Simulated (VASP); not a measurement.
# Co (Pm-3m) in VASP: further runs

Co is run at these levels: PBEsol; tasks: relaxation of cell and atoms, single point.

Everything below comes from runs of VASP 6.6.1. Logs are shortened: lines on timing, memory, paths and dates and some standing lists are left out, and cuts for length are marked.

## 1. The cell of the first run

Symmetry: Pm-3m, No. 221, cubic system. The conventional cell has a = 2.287 Å, b = 2.287 Å, c = 2.287 Å, α = 90.00°, β = 90.00°, γ = 90.00°. Co (site symmetry m-3m) has 6 Co at 2.29 Å within 3.0 Å.

This isn't the form of Co at room conditions, which is hcp.

## 2. Relaxation of cell and atoms, PBEsol, collinear spin, antiferromagnetic start

INCAR

```
  PREC = Accurate
  ENCUT = 600
  EDIFF = 1E-6
  ISMEAR = -1
  SIGMA = 0.05
  LREAL = False
  LASPH = True
  NELM = 150
  ALGO = Normal
  ISIF = 3
  LWAVE = False
  LCHARG = False
  ISPIN = 2
  MAGMOM = 1.7 -1.7
  LORBIT = 11
  LMAXMIX = 4
  GGA = PS
  IBRION = 2
  NSW = 80
  EDIFFG = -0.01
```

KPOINTS

```
regular mesh
0
Gamma
  12 12 12
```

POSCAR

```
Co
1.0
    0.0000000000      2.2868488050      2.2868488050
    2.2868488050      0.0000000000      2.2868488050
    2.2868488050      2.2868488050      0.0000000000
Co
2
Direct
    0.0000000000      0.0000000000      0.0000000000
    0.5000000000      0.5000000000      0.5000000000
```

Potentials or basis: VASP PAW PBE potentials, release 64 (Co).

Started as:

```
> cat potpaw_PBE.64/Co/POTCAR > POTCAR
> mpirun -np 1 vasp_std > vasp.out
```

OUTCAR:

```text
PREC = Accurate
   ENCUT = 600
   EDIFF = 1E-6
   ISMEAR = -1
   LREAL = False
   LASPH = True
   NELM = 150
   ISIF = 3
   ISPIN = 2
   LORBIT = 11
   GGA = PS
   IBRION = 2
   NSW = 80
   EDIFFG = -0.01

 ion  position               nearest neighbor table
   1  0.000  0.000  0.000-   2 2.29   2 2.29   2 2.29   2 2.29   2 2.29   2 2.29
   2  0.500  0.500  0.500-   1 2.29   1 2.29   1 2.29   1 2.29   1 2.29   1 2.29

  LATTYP: Found a face centered cubic cell.
 ALAT       =     4.5736976100

  Lattice vectors:

 A1 = (   0.0000000000,   2.2868488050,   2.2868488050)
 A2 = (   2.2868488050,   0.0000000000,   2.2868488050)
 A3 = (   2.2868488050,   2.2868488050,   0.0000000000)

Analysis of symmetry for initial positions (statically):
=====================================================================
 Subroutine PRICEL returns following result:

  LATTYP: Found a simple cubic cell.
 ALAT       =     2.2868488050

  Lattice vectors:

 A1 = (  -2.2868488050,   0.0000000000,   0.0000000000)
 A2 = (   0.0000000000,   0.0000000000,   2.2868488050)
 A3 = (   0.0000000000,   2.2868488050,   0.0000000000)

   2 primitive cells build up your supercell.

 Routine SETGRP: Setting up the symmetry group for a
 face centered cubic supercell.

 Subroutine GETGRP returns: Found 48 space group operations
 (whereof 48 operations were pure point group operations)
 out of a pool of 48 trial point group operations.

The static configuration has the point symmetry O_h .

Analysis of symmetry for dynamics (positions and initial velocities):
=====================================================================
 Subroutine PRICEL returns following result:

  LATTYP: Found a simple cubic cell.
 ALAT       =     2.2868488050

  Lattice vectors:

 A1 = (  -2.2868488050,   0.0000000000,   0.0000000000)
 A2 = (   0.0000000000,   0.0000000000,   2.2868488050)
 A3 = (   0.0000000000,   2.2868488050,   0.0000000000)

   2 primitive cells build up your supercell.

 Routine SETGRP: Setting up the symmetry group for a
 face centered cubic supercell.

 Subroutine GETGRP returns: Found 48 space group operations
 (whereof 48 operations were pure point group operations)
 out of a pool of 48 trial point group operations.

The dynamic configuration has the point symmetry O_h .

Analysis of structural, dynamic, and magnetic symmetry:
=====================================================================
 Subroutine PRICEL returns following result:

  LATTYP: Found a simple cubic cell.
 ALAT       =     2.2868488050

  Lattice vectors:

 A1 = (  -2.2868488050,   0.0000000000,   0.0000000000)
 A2 = (   0.0000000000,   0.0000000000,   2.2868488050)
 A3 = (   0.0000000000,   2.2868488050,   0.0000000000)

   2 primitive cells build up your supercell.

 Routine SETGRP: Setting up the symmetry group for a
 face centered cubic supercell.

 Subroutine GETGRP returns: Found 48 space group operations
 (whereof 48 operations were pure point group operations)
 out of a pool of 48 trial point group operations.

The overall configuration has the point symmetry O_h .

 Subroutine INISYM returns: Found 48 space group operations
 (whereof 48 operations are pure point group operations),
 and found     2 'primitive' translations

----------------------------------------------------------------------------------------

                                     Primitive cell

  volume of cell :      11.9595

  direct lattice vectors                    reciprocal lattice vectors
    -2.286848805  0.000000000  0.000000000    -0.437282954  0.000000000  0.000000000
     0.000000000  0.000000000  2.286848805     0.000000000  0.000000000  0.437282954
     0.000000000  2.286848805  0.000000000     0.000000000  0.437282954  0.000000000

  length of vectors
     2.286848805  2.286848805  2.286848805     0.437282954  0.437282954  0.437282954

  position of ions in fractional coordinates (direct lattice)
     0.000000000  0.000000000  0.000000000

  ion indices of the primitive-cell ions
   primitive index   ion index
                 1           1

----------------------------------------------------------------------------------------

 KPOINTS: regular mesh

Automatic generation of k-mesh.
 Grid dimensions read from file:
 generate k-points for:   12   12   12

 Generating k-lattice:

  Cartesian coordinates                     Fractional coordinates (reciprocal lattice)
    -0.018220123  0.018220123  0.018220123     0.083333333  0.000000000  0.000000000
     0.018220123 -0.018220123  0.018220123     0.000000000  0.083333333  0.000000000
     0.018220123  0.018220123 -0.018220123     0.000000000  0.000000000  0.083333333

  Length of vectors
     0.031558179  0.031558179  0.031558179

  Shift w.r.t. Gamma in fractional coordinates (k-lattice)
     0.000000000  0.000000000  0.000000000

 Subroutine IBZKPT returns following result:
 ===========================================

 Found     72 irreducible k-points:

[... 70 lines left out ...]

 number of electron      18.0000006 magnetization       0.0000000

 number of electron      18.0000006 magnetization      -0.0000000

 Free energy of the ion-electron system (eV)
  ---------------------------------------------------
  ext. energy  EPLUGINS =         0.00000000
  ---------------------------------------------------
  free energy    TOTEN  =       -13.35079575 eV

  energy without entropy =      -13.30403818  energy(sigma->0) =      -13.32741696

------------------------ aborting loop because EDIFF is reached ----------------------------------------

  FORCE on cell =-STRESS in cart. coord.  units (eV):
  Direction    XX          YY          ZZ          XY          YZ          ZX
  --------------------------------------------------------------------------------------
  -------------------------------------------------------------------------------------
  Total       -1.5916258     -1.5916258     -1.5916258     -0.0000000      0.0000000     -0.0000000
  in kB     -106.6127635   -106.6127635   -106.6127635     -0.0000000      0.0000000     -0.0000000
  external PRESSURE =    -106.6127635 kB  Pullay stress =       0.0000000 kB

 VOLUME and BASIS-vectors are now :
 -----------------------------------------------------------------------------
  energy-cutoff  :      600.00
  volume of cell :       23.92
      direct lattice vectors                 reciprocal lattice vectors
     0.000000000  2.286848805  2.286848805    -0.218641477  0.218641477  0.218641477
     2.286848805  0.000000000  2.286848805     0.218641477 -0.218641477  0.218641477
     2.286848805  2.286848805  0.000000000     0.218641477  0.218641477 -0.218641477
[... 8 lines left out ...]
  FREE ENERGIE OF THE ION-ELECTRON SYSTEM (eV)
  ---------------------------------------------------
  free  energy   TOTEN  =       -13.3507957461 eV

  energy  without entropy=      -13.3040381825  energy(sigma->0) =      -13.32741696

--------------------------------------- Ionic step        2  -------------------------------------------

 number of electron      18.0000001 magnetization       0.0000000

 number of electron      18.0000001 magnetization      -0.0000000

 E-fermi :  10.4311     XC(G=0): -13.6048

 val. band max:       10.4307702155   @ k =   0.4167   0.0833   0.0000
 cond. band min:      10.4416507623   @ k =  -0.2500   0.5000   0.2500
 fundamental gap:      0.0108805468
 Fermi energy:        10.4310759157

 spin component 1

 k-point     1 :       0.0000    0.0000    0.0000
  band No.  band energies     occupation
      1       1.4552      1.00000
      2       6.2299      1.00000
      3       6.2299      1.00000
      4       6.5948      1.00000
      5       6.5948      1.00000
      6       6.5948      1.00000
      7      11.0242      0.00001
      8      11.0242      0.00001
      9      11.0242      0.00001
     10      12.1668      0.00000
     11      12.1668      0.00000
     12      24.1061      0.00000
     13      24.4750      0.00000
[... 785 lines left out ...]
  FREE ENERGIE OF THE ION-ELECTRON SYSTEM (eV)
  ---------------------------------------------------
  free  energy   TOTEN  =       -13.3409456687 eV

  energy  without entropy=      -13.3019815462  energy(sigma->0) =      -13.32146361

--------------------------------------- Ionic step        3  -------------------------------------------

 number of electron      17.9999999 magnetization      -0.0000000

 number of electron      17.9999999 magnetization       0.0000000

 Free energy of the ion-electron system (eV)
  ---------------------------------------------------
  ext. energy  EPLUGINS =         0.00000000
  ---------------------------------------------------
  free energy    TOTEN  =       -13.39721610 eV

  energy without entropy =      -13.35438770  energy(sigma->0) =      -13.37580190

 E-fermi :   9.5093     XC(G=0): -13.2495

 val. band max:        9.5059093362   @ k =  -0.2500   0.4167   0.1667
 cond. band min:       9.5116152548   @ k =  -0.3333   0.2500   0.0000
 fundamental gap:      0.0057059186
 Fermi energy:         9.5093169991

 spin component 1

 k-point     1 :       0.0000    0.0000    0.0000
  band No.  band energies     occupation
      1       0.9383      1.00000
      2       5.6501      1.00000
      3       5.6501      1.00000
      4       6.0113      1.00000
      5       6.0113      1.00000
      6       6.0113      1.00000
      7      10.0501      0.00002
      8      10.0501      0.00002
      9      10.0501      0.00002
     10      11.0959      0.00000
     11      11.0959      0.00000
     12      22.8500      0.00000
     13      22.8501      0.00000
[... 778 lines left out ...]
 POSITION                                       TOTAL-FORCE (eV/Angst)
 -----------------------------------------------------------------------------------
      0.00000      0.00000      0.00000        -0.000000     -0.000000      0.000000
      2.24400      2.24400      2.24400         0.000000      0.000000     -0.000000
 -----------------------------------------------------------------------------------
    total drift:                                0.000000      0.000000      0.000000

  FREE ENERGIE OF THE ION-ELECTRON SYSTEM (eV)
  ---------------------------------------------------
  free  energy   TOTEN  =       -13.3972160989 eV

  energy  without entropy=      -13.3543876985  energy(sigma->0) =      -13.37580190

 reached required accuracy - stopping structural energy minimisation

 total charge

# of ion       s       p       d       tot
------------------------------------------
    1        0.528   0.462   7.402   8.392
    2        0.528   0.462   7.402   8.392
--------------------------------------------------
tot          1.056   0.925  14.804  16.784

 magnetization (x)

# of ion       s       p       d       tot
------------------------------------------
    1       -0.000   0.000  -0.000  -0.000
    2        0.000  -0.000   0.000   0.000
--------------------------------------------------
tot          0.000   0.000   0.000   0.000
```

Wall time 61 s (1 thread of Intel Xeon 6975P-C (Granite Rapids), shared host); peak memory 0.2 GiB.

Results:

* Free energy: -13.3972 eV
* Relaxed volume: 11.30 Å³/atom
* Relaxed cell: a = 3.174 Å, b = 3.174 Å, c = 3.174 Å, α = 60.00°, β = 60.00°, γ = 60.00°
* Space group after relaxing (to 0.1 Å): Pm-3m (No. 221)
* Energy gained by relaxing: 23.2 meV/atom
* Ionic steps: 3
* Pressure after relaxing: -0.1 GPa
* Band gap on the k mesh: zero (filled and empty bands overlap)
* Net moment: 0.00 μB per cell
* Valence electrons inside the program's atomic spheres: Co 8.39

Step by step:
| step | energy change (eV) | largest force (eV/Å) | pressure (GPa) | volume (Å³) |
| --- | --- | --- | --- | --- |
| 1 | 0.0000 | 0.0000 | -10.66 | 23.92 |
| 2 | 0.0099 | 0.0000 | 14.58 | 21.27 |
| 3 | -0.0464 | 0.0000 | -0.11 | 22.60 |

Final structure:
```yaml
crystal:
  lattice:
    - [0.00000, 2.24400, 2.24400]
    - [2.24400, 0.00000, 2.24400]
    - [2.24400, 2.24400, 0.00000]
  atoms:
    - { symbol: Co, position: [0.00000, 0.00000, 0.00000] }
    - { symbol: Co, position: [0.50000, 0.50000, 0.50000] }
```

Caveat: the PAW data sets were made with another functional, which shifts forces and pressure a little.

## 3. Single point, PBEsol, collinear spin, antiferromagnetic start

This run uses another cell than the first one, of 11.35 Å³/atom.

INCAR

```
ALGO = Normal
EDIFF = 1E-6
ENCUT = 520
GGA = PS
ISIF = 2
ISMEAR = -1
ISPIN = 2
LASPH = T
LCHARG = F
LMAXMIX = 4
LORBIT = 11
LREAL = F
LWAVE = F
MAGMOM = 1.7 -1.7
NBANDS = 20
NELM = 150
PREC = Accurate
SIGMA = 0.05
```

KPOINTS

```
k-points
0
Gamma
  20 20 20
```

POSCAR

```
Co
1.0
    0.0000000000      2.2475077936      2.2475077936
    2.2475077936      0.0000000000      2.2475077936
    2.2475077936      2.2475077936      0.0000000000
Co
2
Direct
    0.0000000000      0.0000000000      0.0000000000
    0.5000000000      0.5000000000      0.5000000000
```

Potentials or basis: VASP PAW PBE potentials, release 64 (Co).

Started as:

```
> cat potpaw_PBE.64/Co/POTCAR > POTCAR
> mpirun -np 1 vasp_std > vasp.out
```

Wall time 64 s (1 thread of Intel Xeon 6975P-C (Granite Rapids), shared host); peak memory 0.27 GiB.

The run converged. Its results:

| Item | Value |
| --- | --- |
| Free energy | -13.3933 eV |
| Pressure | -1.0 GPa |
| Band gap on the k mesh | zero (filled and empty bands overlap) |
| Net moment | 0.00 μB per cell |
| Valence electrons inside the program's atomic spheres | Co 8.38 |

Levels at points of the mesh, in eV from the Fermi level:
Spin up:
| k point | band 6 | band 7 | band 8 | band 9 | band 10 | band 11 | band 12 | band 13 |
| --- | --- | --- | --- | --- | --- | --- | --- | --- |
| (0.00, 0.00, 0.00) | -3.48 | 0.53 | 0.53 | 0.53 | 1.57 | 1.57 | 13.28 | 13.28 |
| (0.50, 0.00, 0.00) | -1.99 | -0.95 | -0.95 | -0.95 | -0.95 | 0.69 | 0.69 | 14.26 |
| (0.50, 0.50, 0.00) | -0.89 | -0.89 | -0.60 | -0.60 | 0.66 | 1.49 | 5.13 | 5.69 |
Spin down:
```tsv
k point	band 6	band 7	band 8	band 9	band 10	band 11	band 12	band 13
(0.00, 0.00, 0.00)	-3.48	0.53	0.53	0.53	1.57	1.57	13.28	13.28
(0.50, 0.00, 0.00)	-1.99	-0.95	-0.95	-0.95	-0.95	0.69	0.69	14.26
(0.50, 0.50, 0.00)	-0.89	-0.89	-0.60	-0.60	0.66	1.49	5.13	5.69
```

Caveat: the PAW data sets were made with another functional, which shifts forces and pressure a little.

## 4. Single point, PBEsol, collinear spin, antiferromagnetic start

This run uses another cell than the first one, of 11.35 Å³/atom.

INCAR

```
SYSTEM = Co
PREC = Accurate ; ENCUT = 520
EDIFF = 1E-6 ; ISMEAR = -1
SIGMA = 0.05 ; LREAL = .FALSE.
LASPH = .TRUE. ; NELM = 150
ALGO = Normal ; ISIF = 2
LWAVE = .FALSE. ; LCHARG = .FALSE.
ISPIN = 2 ; MAGMOM = 1.7 -1.7
LORBIT = 11 ; LMAXMIX = 4
GGA = PS ; NBANDS = 20
```

KPOINTS

```
regular mesh
0
G
  12 12 12
  0 0 0
```

POSCAR is that of step 3.

Started as:

```
> cat potpaw_PBE.64/Co/POTCAR > POTCAR
> mpirun -np 1 vasp_std > vasp.out
```

Wall time 84 s (1 thread of Intel Xeon 8259CL, shared host); peak memory 0.18 GiB.

It converged, with:

| Property | Result |
| --- | --- |
| Free energy | -13.3964 eV |
| Pressure | -1.0 GPa |
| Band gap on the k mesh | zero (filled and empty bands overlap) |
| Net moment | 0.00 μB per cell |
| Valence electrons inside the program's atomic spheres | Co 8.38 |

Levels at points of the mesh, in eV from the Fermi level:
Spin up:
```csv
k point,band 6,band 7,band 8,band 9,band 10,band 11,band 12,band 13
"(0.00, 0.00, 0.00)",-3.47,0.54,0.54,0.54,1.58,1.58,13.29,13.29
"(0.50, 0.00, 0.00)",-1.99,-0.94,-0.94,-0.94,-0.94,0.69,0.69,14.27
"(0.50, 0.50, 0.00)",-0.89,-0.89,-0.59,-0.59,0.66,1.50,5.14,5.70
```
Spin down:
```csv
k point,band 5,band 6,band 7,band 8,band 9,band 10,band 11,band 12,band 13,band 14
"(0.00, 0.00, 0.00)",-3.47,-3.47,0.54,0.54,0.54,1.58,1.58,13.29,13.29,13.29
"(0.50, 0.00, 0.00)",-1.99,-1.99,-0.94,-0.94,-0.94,-0.94,0.69,0.69,14.27,14.27
"(0.50, 0.50, 0.00)",-1.29,-0.89,-0.89,-0.59,-0.59,0.66,1.50,5.14,5.70,5.70
```

Caveat: the PAW data sets were made with another functional, which shifts forces and pressure a little.

## 5. Single point, PBEsol, collinear spin, ferromagnetic start (9.99 Å³/atom)

This run uses another cell than the first one, of 9.99 Å³/atom.

INCAR

```
ALGO = Normal
EDIFF = 1E-6
ENCUT = 520
GGA = PS
ISIF = 2
ISMEAR = -1
ISPIN = 2
LASPH = T
LCHARG = T
LELF = T
LMAXMIX = 4
LORBIT = 11
LREAL = F
LVHAR = T
LWAVE = F
MAGMOM = -1.614 -1.614
NBANDS = 20
NELM = 150
PREC = Accurate
SIGMA = 0.05
```

KPOINTS

```
k-points
0
Gamma
  14 14 14
```

POSCAR

```
Co
1.0
    0.0000000000      2.1537506942      2.1537506942
    2.1537506942      0.0000000000      2.1537506942
    2.1537506942      2.1537506942      0.0000000000
Co
2
Direct
    0.0000000000      0.0000000000      0.0000000000
    0.5000000000      0.5000000000      0.5000000000
```

Started as:

```
> cat potpaw_PBE.64/Co/POTCAR > POTCAR
> mpirun -np 1 vasp_std > vasp.out
```

Run time: 2 min. Hardware: 1 thread of Intel Xeon 8259CL, shared host; peak memory 0.19 GiB.

Results (log left out):

```
Free energy                                           : -13.3236 eV
Pressure                                              : 45.0 GPa
Net moment                                            : -2.78 μB per cell
Site moments                                          : Co -1.38 μB
Valence electrons inside the program's atomic spheres : Co 8.66
```

Levels at points of the mesh, in eV from the Fermi level:
Spin up:
```tsv
k point	band 4	band 5	band 6	band 7	band 8	band 9	band 10	band 11	band 12	band 13
(0.00, 0.00, 0.00)	-3.73	-3.73	-3.73	1.40	1.40	1.40	2.40	2.40	13.54	14.85
(0.50, 0.00, 0.00)	-1.98	-1.98	-1.98	-0.56	-0.56	-0.56	-0.56	1.34	1.34	15.76
(0.50, 0.50, 0.00)	-2.88	-1.75	-0.42	-0.42	-0.03	-0.03	1.56	2.30	6.13	6.13
```
Spin down:
```tsv
k point	band 6	band 7	band 8	band 9	band 10	band 11	band 12	band 13	band 14	band 15
(0.00, 0.00, 0.00)	-5.01	-0.37	-0.37	-0.37	1.12	1.12	13.62	14.45	14.45	14.45
(0.50, 0.00, 0.00)	-3.10	-2.02	-2.02	-2.02	-2.02	0.16	0.16	15.24	15.24	15.24
(0.50, 0.50, 0.00)	-2.04	-1.89	-1.70	-1.70	-0.22	1.03	5.44	5.88	5.88	12.75
```

Caveat: the cell stands under pressure; the PAW data sets were made with another functional, which shifts forces and pressure a little.
